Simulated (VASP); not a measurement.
# CaSe (Fm-3m) in VASP: single point with HSE06

Aim: the single point of CaSe with HSE06.

Program: VASP 6.6.1. These are calculated values, not measurements. Logs are shortened: lines on timing, memory, paths and dates and some standing lists are left out, and cuts for length are marked.

## (1) The cell of the first run

It takes space group Fm-3m (No. 225, cubic). The conventional cell has a = 5.621 Å, b = 5.621 Å, c = 5.621 Å, α = 90.00°, β = 90.00°, γ = 90.00°. Ca (site symmetry m-3m) has 6 Se at 2.81 Å within 3.7 Å. Within 3.7 Å of Se (site symmetry m-3m) lie 6 Ca at 2.81 Å.

## (2) Single point, HSE06 (strain -5.3%)

Input file POSCAR:

```
CaSe
1.0
    0.0000000000      2.8105482325      2.8105482325
    2.8105482325      0.0000000000      2.8105482325
    2.8105482325      2.8105482325      0.0000000000
Ca Se
1 1
Direct
    0.0000000000      0.0000000000      0.0000000000
    0.5000000000      0.5000000000      0.5000000000
```

Input file INCAR.step1:

```
  PREC = Accurate
  ENCUT = 520
  EDIFF = 1E-5
  ISMEAR = 0
  SIGMA = 0.01
  LREAL = False
  LASPH = True
  NELM = 80
  ALGO = Normal
  ISIF = 2
  LWAVE = True
  GGA = PE
  NBANDS = 15
```

Input file INCAR.step2:

```
  PREC = Accurate
  ENCUT = 520
  EDIFF = 1E-7
  ISMEAR = 0
  SIGMA = 0.01
  LREAL = False
  LASPH = True
  NELM = 80
  ALGO = Normal
  ISIF = 2
  LWAVE = False
  LCHARG = True
  GGA = PE
  LHFCALC = True
  HFSCREEN = 0.2079
  PRECFOCK = Normal
  LELF = True
  LVHAR = True
  ISTART = 1
  NBANDS = 15
```

Input file KPOINTS:

```
regular mesh
0
Gamma
  6 6 6
```

Potentials or basis: VASP PAW PBE potentials, release 64 (Ca_sv, Se).

Launch:

```sh
cat potpaw_PBE.64/Ca_sv/POTCAR potpaw_PBE.64/Se/POTCAR > POTCAR
cp INCAR.step1 INCAR
mpirun -np 1 vasp_std > vasp.out
cp INCAR.step2 INCAR
mpirun -np 1 vasp_std > vasp.out
```

OUTCAR:

```text
PREC = Accurate
   ENCUT = 520
   EDIFF = 1E-7
   ISMEAR = 0
   LREAL = False
   LASPH = True
   NELM = 80
   ISIF = 2
   GGA = PE
   LHFCALC = True
   HFSCREEN = 0.2079
   PRECFOCK = Normal
   ISTART = 1

 ion  position               nearest neighbor table
   1  0.000  0.000  0.000-   2 2.81   2 2.81   2 2.81   2 2.81   2 2.81   2 2.81
   2  0.500  0.500  0.500-   1 2.81   1 2.81   1 2.81   1 2.81   1 2.81   1 2.81

  LATTYP: Found a face centered cubic cell.
 ALAT       =     5.6210964650

  Lattice vectors:

 A1 = (   0.0000000000,   2.8105482325,   2.8105482325)
 A2 = (   2.8105482325,   0.0000000000,   2.8105482325)
 A3 = (   2.8105482325,   2.8105482325,   0.0000000000)

Analysis of symmetry for initial positions (statically):
=====================================================================
 Subroutine PRICEL returns:
 Original cell was already a primitive cell.

 Routine SETGRP: Setting up the symmetry group for a
 face centered cubic supercell.

 Subroutine GETGRP returns: Found 48 space group operations
 (whereof 48 operations were pure point group operations)
 out of a pool of 48 trial point group operations.

The static configuration has the point symmetry O_h .

Analysis of symmetry for dynamics (positions and initial velocities):
=====================================================================
 Subroutine PRICEL returns:
 Original cell was already a primitive cell.

 Routine SETGRP: Setting up the symmetry group for a
 face centered cubic supercell.

 Subroutine GETGRP returns: Found 48 space group operations
 (whereof 48 operations were pure point group operations)
 out of a pool of 48 trial point group operations.

The dynamic configuration has the point symmetry O_h .

 Subroutine INISYM returns: Found 48 space group operations
 (whereof 48 operations are pure point group operations),
 and found     1 'primitive' translations

----------------------------------------------------------------------------------------

                                     Primitive cell

  volume of cell :      44.4021

  direct lattice vectors                    reciprocal lattice vectors
     0.000000000  2.810548232  2.810548232    -0.177901234  0.177901234  0.177901234
     2.810548232  0.000000000  2.810548232     0.177901234 -0.177901234  0.177901234
     2.810548232  2.810548232  0.000000000     0.177901234  0.177901234 -0.177901234

  length of vectors
     3.974715428  3.974715428  3.974715428     0.308133977  0.308133977  0.308133977

  position of ions in fractional coordinates (direct lattice)
[... 90 lines left out ...]
     AMIX_MAG =   1.60;   BMIX_MAG =  1.00
  volume/ion in A,a.u.               =      22.20       149.82
  Fermi-wavevector in a.u.,A,eV,Ry     =   1.164967  2.201469 18.465135  1.357149
  Thomas-Fermi vector in A             =   2.301499
   LORBIT       =      0    0 simple, 1 ext, 2 COOP (PROOUT), +10 PAW based schemes
   GGA     = PE    functional components
   LHFCALC =     T    Hartree Fock is set to
   PRECFOCK=normal    Normal, Fast or Accurate (Low or Medium for compatibility)
   ENCUT4O =  -1.0   cutoff for four orbital integrals eV
   NKREDX  =     1    reduce k-point grid by
   NKREDY  =     1    reduce k-point grid by
   NKREDZ  =     1    reduce k-point grid by
   AEXX    =    0.2500 exact exchange contribution
   HFSCREEN=    0.2079 screening length (either q_TF or 0.3 A-1)
   HFSCREENC=   0.2079 screening length for correlation (either q_TF or 0.3 A-1)
   ENCUTFOCK=  -1.0 apply spherical cutoff to Coloumb kernel
   IVDW    =     0    specifies the selected vdW correction
   LEPSILON=     F    determine dielectric tensor
   LRPA    =     F    only Hartree local field effects (RPA)
 non-spin polarized calculation
 Gauss-broadening in eV      SIGMA  =   0.01
  energy-cutoff  :      520.00
  volume of cell :       44.40
 maximum number of plane-waves:      1243
 NGX is ok and might be reduce to    30
  NGX = 24; NGY = 24; NGZ = 24

 number of electron      15.9999998 magnetization

 Free energy of the ion-electron system (eV)
  ---------------------------------------------------
  ext. energy  EPLUGINS =         0.00000000
  ---------------------------------------------------
  free energy    TOTEN  =       -10.42196828 eV

  energy without entropy =      -10.42196828  energy(sigma->0) =      -10.42196828

 E-fermi :   3.1344     XC(G=0):  -8.1482

 val. band max:        3.0380594034   @ k =   0.0000   0.0000   0.0000
 cond. band min:       5.5293289613   @ k =   0.5000   0.5000   0.0000
 fundamental gap:      2.4912695578
 Fermi energy:         3.1343675849

 k-point     1 :       0.0000    0.0000    0.0000
  band No.  band energies     occupation
      1     -39.3597      2.00000
      2     -18.9096      2.00000
      3     -18.9096      2.00000
      4     -18.9096      2.00000
      5     -10.5258      2.00000
      6       3.0381      2.00000
      7       3.0381      2.00000
      8       3.0381      2.00000
      9       7.8172      0.00000
     10       7.8172      0.00000
     11       7.8172      0.00000
     12       8.3043      0.00000
     13       8.6238      0.00000
     14       8.6238      0.00000
[... 257 lines left out ...]
      2     -19.0596      2.00000
      3     -19.0057      2.00000
      4     -18.9924      2.00000
      5      -9.5043      2.00000
      6       0.0818      2.00000
      7       0.9794      2.00000
      8       1.0517      2.00000
      9       7.2661      0.00000
     10       9.9047      0.00000
     11      10.1587      0.00000
     12      10.9705      0.00000
     13      11.2929      0.00000
     14      12.3528      0.00000
     15      14.8132      0.00000

------------------------ aborting loop because EDIFF is reached ----------------------------------------

  FORCE on cell =-STRESS in cart. coord.  units (eV):
  Direction    XX          YY          ZZ          XY          YZ          ZX
  --------------------------------------------------------------------------------------
  -------------------------------------------------------------------------------------
  Total        3.3412048      3.3412048      3.3412048      0.0000000      0.0000000     -0.0000000
  in kB      120.5620321    120.5620321    120.5620321      0.0000000      0.0000000     -0.0000000
  external PRESSURE =     120.5620321 kB  Pullay stress =       0.0000000 kB

 VOLUME and BASIS-vectors are now :
 -----------------------------------------------------------------------------
  energy-cutoff  :      520.00
  volume of cell :       44.40
      direct lattice vectors                 reciprocal lattice vectors
     0.000000000  2.810548232  2.810548232    -0.177901234  0.177901234  0.177901234
     2.810548232  0.000000000  2.810548232     0.177901234 -0.177901234  0.177901234
     2.810548232  2.810548232  0.000000000     0.177901234  0.177901234 -0.177901234

 POSITION                                       TOTAL-FORCE (eV/Angst)
 -----------------------------------------------------------------------------------
      0.00000      0.00000      0.00000         0.000000      0.000000      0.000000
      2.81055      2.81055      2.81055        -0.000000      0.000000     -0.000000
 -----------------------------------------------------------------------------------
    total drift:                                0.000000     -0.000000     -0.000000

  FREE ENERGIE OF THE ION-ELECTRON SYSTEM (eV)
  ---------------------------------------------------
  free  energy   TOTEN  =       -10.4219682776 eV

  energy  without entropy=      -10.4219682776  energy(sigma->0) =      -10.42196828
```

OUTCAR.step1:

```text
PREC = Accurate
   ENCUT = 520
   EDIFF = 1E-5
   ISMEAR = 0
   LREAL = False
[... 500 lines left out ...]
      0.00000      0.00000      0.00000         0.000000      0.000000      0.000000
      2.81055      2.81055      2.81055        -0.000000     -0.000000     -0.000000
 -----------------------------------------------------------------------------------
    total drift:                               -0.000000      0.000000      0.000000

  FREE ENERGIE OF THE ION-ELECTRON SYSTEM (eV)
  ---------------------------------------------------
  free  energy   TOTEN  =        -9.1979736804 eV

  energy  without entropy=       -9.1979736804  energy(sigma->0) =       -9.19797368
```

Wall time 74 min (1 thread of AMD EPYC 7R43 (Zen 3), shared host); peak memory 0.25 GiB.

What came out:

```
Free energy            : -10.4220 eV
Pressure               : 12.1 GPa
Band gap on the k mesh : 2.49 eV (least direct gap 3.70 eV)
```

Levels at points of the mesh, in eV from the valence-band top:
| k point | band 4 | band 5 | band 6 | band 7 | band 8 | band 9 | band 10 | band 11 | band 12 | band 13 |
| --- | --- | --- | --- | --- | --- | --- | --- | --- | --- | --- |
| (0.00, 0.00, 0.00) | -21.95 | -13.56 | 0.00 | 0.00 | 0.00 | 4.78 | 4.78 | 4.78 | 5.27 | 5.59 |
| (0.50, 0.00, 0.00) | -21.96 | -12.37 | -4.28 | -1.66 | -1.66 | 5.64 | 7.41 | 7.47 | 7.47 | 9.63 |
| (0.50, 0.50, 0.00) | -22.02 | -12.68 | -3.25 | -1.20 | -1.20 | 2.49 | 6.70 | 6.76 | 8.25 | 8.25 |

Caveat: the cell differs from its parent crystal (strain -5.3%); the cell stands under pressure; the PAW data sets were made with another functional, which shifts forces and pressure a little. A k mesh can miss the band edges.
